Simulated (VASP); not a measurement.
Set up this calculation in VASP 6.6.1, as the native input.

| Item | Value |
| --- | --- |
| Task | relaxation of cell and atoms |
| Functional | PBE |
| Potentials or basis | VASP PAW PBE potentials, release 64 (Ti_sv, Ru_pv) |
| Cutoff | 600 eV |
| k mesh | 4 × 4 × 4 |
| Occupations | gaussian, width 0.1 eV |
| Spin | no spin polarisation |
| Dipole correction | no |
| Further INCAR settings | ALGO = Fast; EDIFF = 1e-07; IBRION = 2; EDIFFG = -0.04; NSW = 90; ISIF = 3 |

The structure of TiRu2 lies in POSCAR:

```
TiRu2
1.0
    3.9159118504      0.0000000000      0.0000000000
    0.0000000000      3.9159118504      0.0000000000
    0.0000000000      0.0000000000      5.6374059813
Ti Ru
2 4
Direct
    0.0000000000      0.0000000000      0.0000000000
    0.5000000000      0.5000000000      0.5000000000
    0.0000000000      0.5000000000      0.2030000000
    0.0000000000      0.5000000000      0.7030000000
    0.5000000000      0.0000000000      0.2970000000
    0.5000000000      0.0000000000      0.7970000000
```

The input as run:

INCAR

```
SYSTEM = TiRu2
  PREC = Accurate
  ENCUT = 600
  EDIFF = 1E-7
  ISMEAR = 0
  SIGMA = 0.1
  LREAL = .False.
  LASPH = .True.
  NELM = 60
  ALGO = Fast
  ISIF = 3
  LWAVE = .False.
  LCHARG = .False.
  GGA = PE
  IBRION = 2
  NSW = 90
  EDIFFG = -0.04
```

KPOINTS

```
regular mesh
0
Gamma
  4 4 4
  0 0 0
```

Potentials or basis: VASP PAW PBE potentials, release 64 (Ti_sv, Ru_pv).

The run is started by

```bash
$ cat potpaw_PBE.64/Ti_sv/POTCAR potpaw_PBE.64/Ru_pv/POTCAR > POTCAR
$ mpirun -np 1 vasp_std > vasp.out
```

It gave:

The relaxed volume is 16.54 Å³/atom. The relaxed cell is a = 4.177 Å, b = 4.177 Å, c = 5.688 Å, α = 90.00°, β = 90.00°, γ = 90.00°, the space group after relaxing (to 0.1 Å) is I4/mmm (No. 139) and the energy gained by relaxing is 333.6 meV/atom. The ionic steps are 12 and the pressure after relaxing is 0.0 GPa. The largest force after relaxing is 0.011 eV/Å and the band gap on the k mesh is zero (bands 40 and 41 overlap by 2.38 eV).

Caveat: the k points lie up to 0.38 Å⁻¹ apart in the final cell, too coarse for converged energies and pressures of a metal.

It took 72 min on 1 thread of AMD EPYC 7R13 (shared host), peak memory 0.24 GiB.
